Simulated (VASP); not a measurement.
Br:

```xyz
2
Lattice="-2.9350 2.9350 1.6142 2.9350 -2.9350 1.6142 2.9350 2.9350 -1.6142" Properties=species:S:1:pos:R:3 pbc="T T T"
Br    0.0000   -1.4675   -0.4036
Br    0.0000    1.4675    0.4036
```

| Quantity | Value |
| --- | --- |
| Program | VASP 6.6.1 |
| Task | relaxation of cell and atoms |
| Functional | PBE |
| Potentials or basis | VASP PAW PBE potentials, release 64 (Br) |
| Cutoff | 600 eV |
| k mesh | 13 × 13 × 13 |
| Occupations | fermi-dirac, width 0.1 eV |
| Spin | no spin polarisation |

At the start: pressure 2.3 GPa; volume 27.81 Å³/atom.

Task: How do energy, volume and symmetry change on relaxing?

Result: Over 13 steps the energy falls by 97.7 meV/atom and the volume is 31.69 Å³/atom (+14.0 %); space group I4_1/amd (No. 141, to 0.1 Å) before and after.

The path:
```csv
step,energy change (eV),largest force (eV/Å),pressure (GPa),volume (Å³)
1,0.0000,0.0000,2.28,55.62
2,-0.0366,0.0000,0.52,58.87
3,-0.0442,0.0000,-1.12,63.29
4,-0.0715,0.0000,-1.50,64.71
5,-0.1265,0.0000,-2.09,68.76
6,-0.1853,0.0000,-0.98,65.84
7,-0.1944,0.0000,-0.26,64.45
8,-0.1945,0.0000,-0.10,64.26
9,-0.1945,0.0000,-0.22,64.35
10,-0.1949,0.0000,-0.15,64.10
11,-0.1953,0.0000,-0.06,63.59
12,-0.1953,0.0000,-0.04,63.46
13,-0.1953,0.0000,0.02,63.39
```

Final structure:
```
Br
1.0
    -2.85042    2.85042    1.95048
     2.85042   -2.85042    1.95048
     2.85042    2.85042   -1.95048
Br
2
Direct
  0.62500 0.87500 0.75000
  0.37500 0.12500 0.25000
```
